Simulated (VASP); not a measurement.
# CoBi (zincblende type) (F-43m) in VASP: single point with PBE

Aim: the single point of CoBi (zincblende type) with PBE.

All numbers are computed with VASP 6.6.1; they aren't measurements. Logs are shortened: lines on timing, memory, paths and dates and some standing lists are left out, and cuts for length are marked.

## Step 1: The cell of the first run

Symmetry: F-43m, No. 216, cubic system. The conventional cell has a = 5.970 Å, b = 5.970 Å, c = 5.970 Å, α = 90.00°, β = 90.00°, γ = 90.00°. Co (site symmetry -43m) has 4 Bi at 2.59 Å within 3.4 Å. Within 3.4 Å of Bi (site symmetry -43m) lie 4 Co at 2.59 Å.

## Step 2: Single point, PBE, collinear spin, ferromagnetic start (26.60 Å³/atom)

INCAR reads:

```
SYSTEM = CoBi
PREC = Accurate
ENCUT = 520
EDIFF = 1E-6
ISMEAR = -1
SIGMA = 0.08
LREAL = .FALSE.
LASPH = .TRUE.
NELM = 150
ALGO = Normal
ISIF = 2
LWAVE = .FALSE.
LCHARG = .TRUE.
ISPIN = 2
MAGMOM = 2 0
LORBIT = 11
LMAXMIX = 4
GGA = PE
LELF = .TRUE.
LVHAR = .TRUE.
NBANDS = 23
```

KPOINTS reads:

```
regular mesh
0
G
  9 9 9
  0 0 0
```

POSCAR reads:

```
CoBi
1.0
    0.0000000000      2.9851638972      2.9851638972
    2.9851638972      0.0000000000      2.9851638972
    2.9851638972      2.9851638972      0.0000000000
Co Bi
1 1
Direct
    0.0000000000      0.0000000000      0.0000000000
    0.2500000000      0.2500000000      0.2500000000
```

Potentials or basis: VASP PAW PBE potentials, release 64 (Co, Bi_d).

Run with:

```sh
> cat potpaw_PBE.64/Co/POTCAR potpaw_PBE.64/Bi_d/POTCAR > POTCAR
> mpirun -np 1 vasp_std > vasp.out
```

OUTCAR:

```text
SYSTEM = CoBi
   PREC = Accurate
   ENCUT = 520
   EDIFF = 1E-6
   ISMEAR = -1
   LREAL = .FALSE.
   LASPH = .TRUE.
   NELM = 150
   ISIF = 2
   ISPIN = 2
   LORBIT = 11
   GGA = PE

 ion  position               nearest neighbor table
   1  0.000  0.000  0.000-   2 2.59   2 2.59   2 2.59   2 2.59
   2  0.250  0.250  0.250-   1 2.59   1 2.59   1 2.59   1 2.59

  LATTYP: Found a face centered cubic cell.
 ALAT       =     5.9703277944

  Lattice vectors:

 A1 = (   0.0000000000,   2.9851638972,   2.9851638972)
 A2 = (   2.9851638972,   0.0000000000,   2.9851638972)
 A3 = (   2.9851638972,   2.9851638972,   0.0000000000)

Analysis of symmetry for initial positions (statically):
=====================================================================
 Subroutine PRICEL returns:
 Original cell was already a primitive cell.

 Routine SETGRP: Setting up the symmetry group for a
 face centered cubic supercell.

 Subroutine GETGRP returns: Found 24 space group operations
 (whereof 24 operations were pure point group operations)
 out of a pool of 48 trial point group operations.

The static configuration has the point symmetry T_d .

Analysis of symmetry for dynamics (positions and initial velocities):
=====================================================================
 Subroutine PRICEL returns:
 Original cell was already a primitive cell.

 Routine SETGRP: Setting up the symmetry group for a
 face centered cubic supercell.

 Subroutine GETGRP returns: Found 24 space group operations
 (whereof 24 operations were pure point group operations)
 out of a pool of 48 trial point group operations.

The dynamic configuration has the point symmetry T_d .

Analysis of structural, dynamic, and magnetic symmetry:
=====================================================================
 Subroutine PRICEL returns:
 Original cell was already a primitive cell.

 Routine SETGRP: Setting up the symmetry group for a
 face centered cubic supercell.

 Subroutine GETGRP returns: Found 24 space group operations
 (whereof 24 operations were pure point group operations)
 out of a pool of 48 trial point group operations.

The overall configuration has the point symmetry T_d .

 Subroutine INISYM returns: Found 24 space group operations
 (whereof 24 operations are pure point group operations),
 and found     1 'primitive' translations

----------------------------------------------------------------------------------------

                                     Primitive cell

  volume of cell :      53.2028

  direct lattice vectors                    reciprocal lattice vectors
     0.000000000  2.985163897  2.985163897    -0.167494991  0.167494991  0.167494991
     2.985163897  0.000000000  2.985163897     0.167494991 -0.167494991  0.167494991
     2.985163897  2.985163897  0.000000000     0.167494991  0.167494991 -0.167494991

  length of vectors
     4.221659269  4.221659269  4.221659269     0.290109834  0.290109834  0.290109834

  position of ions in fractional coordinates (direct lattice)
     0.000000000  0.000000000  0.000000000
     0.250000000  0.250000000  0.250000000

  ion indices of the primitive-cell ions
   primitive index   ion index
                 1           1
                 2           2

----------------------------------------------------------------------------------------

 KPOINTS: regular mesh

Automatic generation of k-mesh.
 Grid dimensions read from file:
 generate k-points for:    9    9    9

 Generating k-lattice:

  Cartesian coordinates                     Fractional coordinates (reciprocal lattice)
    -0.018610555  0.018610555  0.018610555     0.111111111  0.000000000  0.000000000
     0.018610555 -0.018610555  0.018610555     0.000000000  0.111111111  0.000000000
     0.018610555  0.018610555 -0.018610555     0.000000000  0.000000000  0.111111111

  Length of vectors
     0.032234426  0.032234426  0.032234426

  Shift w.r.t. Gamma in fractional coordinates (k-lattice)
     0.000000000  0.000000000  0.000000000

 Subroutine IBZKPT returns following result:
 ===========================================

 Found     35 irreducible k-points:

 Following reciprocal coordinates:
            Coordinates               Weight
  0.000000  0.000000  0.000000      1.000000
  0.111111  0.000000  0.000000      8.000000
  0.222222  0.000000  0.000000      8.000000
  0.333333  0.000000  0.000000      8.000000
  0.444444  0.000000  0.000000      8.000000
  0.111111  0.111111  0.000000      6.000000
[... 16 lines left out ...]
 -0.333333  0.333333  0.000000     12.000000
  0.444444  0.444444  0.000000      6.000000
 [... further k-points ...]
   k-points           NKPTS =     35   k-points in BZ     NKDIM =     35   number of bands    NBANDS=     23
   number of dos      NEDOS =    301   number of ions     NIONS =      2
   total plane-waves  NPLWV =  32768
   dimension x,y,z NGX =    32 NGY =   32 NGZ =   32
   dimension x,y,z NGXF=    64 NGYF=   64 NGZF=   64
   ions per type =               1   1
   NGX,Y,Z   is equivalent  to a cutoff of  12.60, 12.60, 12.60 a.u.
   NGXF,Y,Z  is equivalent  to a cutoff of  25.20, 25.20, 25.20 a.u.
 SYSTEM =  CoBi
   PREC   = accura    normal or accurate (medium, high low for compatibility)
   ISTART =      0    job   : 0-new  1-cont  2-samecut
   ICHARG =      2    charge: 1-file 2-atom 10-const
   ISPIN  =      2    spin polarized calculation?
   LNONCOLLINEAR =      F non collinear calculations
   LSORBIT =      F    spin-orbit coupling
   LASPH  =      T    aspherical Exc in radial PAW
   ENCUT  =  520.0 eV  38.22 Ry    6.18 a.u.   7.85  7.85  7.85*2*pi/ulx,y,z
   NELM   =    150;   NELMIN=  2; NELMDL= -5     # of ELM steps
   EDIFF  = 0.1E-05   stopping-criterion for ELM
   LREAL  =      F    real-space projection
   EDIFFG = 0.1E-04   stopping-criterion for IOM
   NSW    =      0    number of steps for IOM
   IBRION =     -1    ionic relax: 0-MD 1-quasi-New 2-CG
   NFREE  =      0    steps in history (QN), initial steepest desc. (CG)
   ISIF   =      2    stress and relaxation
   ISYM   =      2    0-nonsym 1-usesym 2-fastsym
   POTIM  = 0.5000    time-step for ionic-motion
   TEBEG  =    0.0;   TEEND  =   0.0 temperature during run
   PSTRESS=    0.0 pullay stress
   NELECT =      24.0000    total number of electrons
   NUPDOWN=      -1.0000    fix difference up-down
   EMIN   =  10.00;   EMAX   =-10.00  energy-range for DOS
   EFERMI =   0.00;   METHOD = LEGACY
   ISMEAR =    -1;   SIGMA  =   0.08  broadening in eV -4-tet -1-fermi 0-gaus
   EFERMI_NEDOS =   21; number of points for ismear=-14 and -15
   IALGO  =     38    algorithm
   IMIX   =      4    mixing-type and parameters
     AMIX     =   0.40;   BMIX     =  1.00
     AMIX_MAG =   1.60;   BMIX_MAG =  1.00
  volume/ion in A,a.u.               =      26.60       179.52
  Fermi-wavevector in a.u.,A,eV,Ry     =   1.255549  2.372644 21.448275  1.576404
  Thomas-Fermi vector in A             =   2.389300
   LORBIT       =     11    0 simple, 1 ext, 2 COOP (PROOUT), +10 PAW based schemes
   GGA     = PE    functional components
   LHFCALC =     F    Hartree Fock is set to
   AEXX    =    0.0000 exact exchange contribution
   IVDW    =     0    specifies the selected vdW correction
   LEPSILON=     F    determine dielectric tensor
   LRPA    =     F    only Hartree local field effects (RPA)
 spin polarized calculation
  energy-cutoff  :      520.00
  volume of cell :       53.20
 maximum number of plane-waves:      1459
   NGX = 15   NGY = 15   NGZ = 15

 number of electron      24.0000011 magnetization       0.0020629

 Free energy of the ion-electron system (eV)
  ---------------------------------------------------
  ext. energy  EPLUGINS =         0.00000000
  ---------------------------------------------------
  free energy    TOTEN  =        -9.46966519 eV

  energy without entropy =       -9.42133575  energy(sigma->0) =       -9.44550047

 E-fermi :   5.3304     XC(G=0):  -9.6937

 val. band max:        5.3264263791   @ k =  -0.2222   0.2222   0.0000
 cond. band min:       5.3703980867   @ k =   0.3333   0.1111   0.0000
 fundamental gap:      0.0439717076
 Fermi energy:         5.3303511625

 spin component 1

 k-point     1 :       0.0000    0.0000    0.0000
  band No.  band energies     occupation
      1     -16.9832      1.00000
      2     -16.9832      1.00000
      3     -16.9832      1.00000
      4     -16.9378      1.00000
      5     -16.9378      1.00000
      6      -6.2602      1.00000
[... 15 lines left out ...]
     22      16.1664      0.00000
     23      17.7232      0.00000
[... 575 lines left out ...]
      1     -16.9973      1.00000
      2     -16.9595      1.00000
      3     -16.9595      1.00000
      4     -16.9469      1.00000
      5     -16.9235      1.00000
      6      -4.8879      1.00000
[... 15 lines left out ...]
     22      20.7562      0.00000
     23      20.7837      0.00000

 [... further k-points ...]

 spin component 2

 k-point     1 :       0.0000    0.0000    0.0000
  band No.  band energies     occupation
      1     -16.9832      1.00000
      2     -16.9832      1.00000
      3     -16.9832      1.00000
      4     -16.9378      1.00000
      5     -16.9378      1.00000
      6      -6.2604      1.00000
[... 15 lines left out ...]
     22      16.1665      0.00000
     23      17.7232      0.00000
[... 575 lines left out ...]
      1     -16.9974      1.00000
      2     -16.9595      1.00000
      3     -16.9595      1.00000
      4     -16.9469      1.00000
      5     -16.9236      1.00000
      6      -4.8881      1.00000
[... 15 lines left out ...]
     22      20.7562      0.00000
     23      20.7839      0.00000

 [... further k-points ...]

------------------------ aborting loop because EDIFF is reached ----------------------------------------

  FORCE on cell =-STRESS in cart. coord.  units (eV):
  Direction    XX          YY          ZZ          XY          YZ          ZX
  --------------------------------------------------------------------------------------
  -------------------------------------------------------------------------------------
  Total       -0.9604619     -0.9604619     -0.9604619      0.0000000      0.0000000     -0.0000000
  in kB      -28.9238572    -28.9238572    -28.9238572      0.0000000      0.0000000     -0.0000000
  external PRESSURE =     -28.9238572 kB  Pullay stress =       0.0000000 kB

 VOLUME and BASIS-vectors are now :
 -----------------------------------------------------------------------------
  energy-cutoff  :      520.00
  volume of cell :       53.20
      direct lattice vectors                 reciprocal lattice vectors
     0.000000000  2.985163897  2.985163897    -0.167494991  0.167494991  0.167494991
     2.985163897  0.000000000  2.985163897     0.167494991 -0.167494991  0.167494991
     2.985163897  2.985163897  0.000000000     0.167494991  0.167494991 -0.167494991

 POSITION                                       TOTAL-FORCE (eV/Angst)
 -----------------------------------------------------------------------------------
      0.00000      0.00000      0.00000         0.000000     -0.000000     -0.000000
      1.49258      1.49258      1.49258        -0.000000      0.000000      0.000000
 -----------------------------------------------------------------------------------
    total drift:                                0.000001      0.000001      0.000001

  FREE ENERGIE OF THE ION-ELECTRON SYSTEM (eV)
  ---------------------------------------------------
  free  energy   TOTEN  =        -9.4696651874 eV

  energy  without entropy=       -9.4213357501  energy(sigma->0) =       -9.44550047

 total charge

# of ion       s       p       d       tot
------------------------------------------
    1        0.420   0.258   7.451   8.128
    2        1.461   1.496   9.941  12.898
--------------------------------------------------
tot          1.881   1.754  17.392  21.026

 magnetization (x)

# of ion       s       p       d       tot
------------------------------------------
    1        0.000   0.000   0.002   0.002
    2        0.000  -0.000  -0.000  -0.000
--------------------------------------------------
tot          0.000  -0.000   0.002   0.002
```

It took 3.4 min on 1 thread of Oxide Virtual Turin-like, shared host; peak memory 0.21 GiB.

What came out:

```
Free energy                                           : -9.4697 eV
Pressure                                              : -2.9 GPa
Band gap on the k mesh                                : zero (filled and empty bands overlap)
Net moment                                            : 0.00 μB per cell
Valence electrons inside the program's atomic spheres : Co 8.13; Bi 12.90
```

Levels at points of the mesh, in eV from the Fermi level:
Spin up:
```
           k point  band 8  band 9  band 10  band 11  band 12  band 13  band 14  band 15  band 16  band 17
(0.00, 0.00, 0.00)   -1.86   -1.86    -0.71    -0.71     3.49     3.62     3.62     3.62     6.55     6.55
```
Spin down:
```
           k point  band 10  band 11  band 12  band 13  band 14  band 15
(0.00, 0.00, 0.00)    -0.71    -0.71     3.49     3.62     3.62     3.62
```

Caveat: the moments typed at the start vanished in this run; spin-orbit coupling is left out, which moves the levels of the heavy elements.

The gap in the log of VASP goes by the Fermi energy; the results here count the filled bands.